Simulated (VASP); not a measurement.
A run of VASP 6.6.1:

INCAR

```
PREC     = Accurate       # precision mode
ENCUT    = 520            # plane-wave cutoff, eV
EDIFF    = 1E-6           # SCF threshold, eV
ISMEAR   = -1             # smearing method
SIGMA    = 0.05           # smearing width, eV
LREAL    = False          # projectors in reciprocal space
LASPH    = True           # aspherical terms in the spheres
NELM     = 80             # most SCF steps
ALGO     = Normal         # electronic algorithm
ISIF     = 2              # what is computed and relaxed
LWAVE    = False          # write WAVECAR
LCHARG   = False          # write CHGCAR
GGA      = PS             # functional
NBANDS   = 13             # bands
```

KPOINTS

```
regular mesh
0
Gamma
  9 9 9
```

Contents of POSCAR:

```
Pb
1.0
    0.0000000000      2.4244952108      2.4244952108
    2.4244952108      0.0000000000      2.4244952108
    2.4244952108      2.4244952108      0.0000000000
Pb
1
Direct
    0.0000000000      0.0000000000      0.0000000000
```

Potentials or basis: VASP PAW PBE potentials, release 64 (Pb_d).

Command:

```sh
$ cat potpaw_PBE.64/Pb_d/POTCAR > POTCAR
$ mpirun -np 1 vasp_std > vasp.out
```

Hardware: 1 thread of Intel(R) Xeon(R) 6975P-C (Granite Rapids), with other jobs on the host.

Estimate the wall time of this run.

Wall time 5.1 s on 1 thread of Intel(R) Xeon(R) 6975P-C (Granite Rapids), with other jobs on the host, peak memory 0.16 GiB. Counts: scf iterations 10, k points 35.
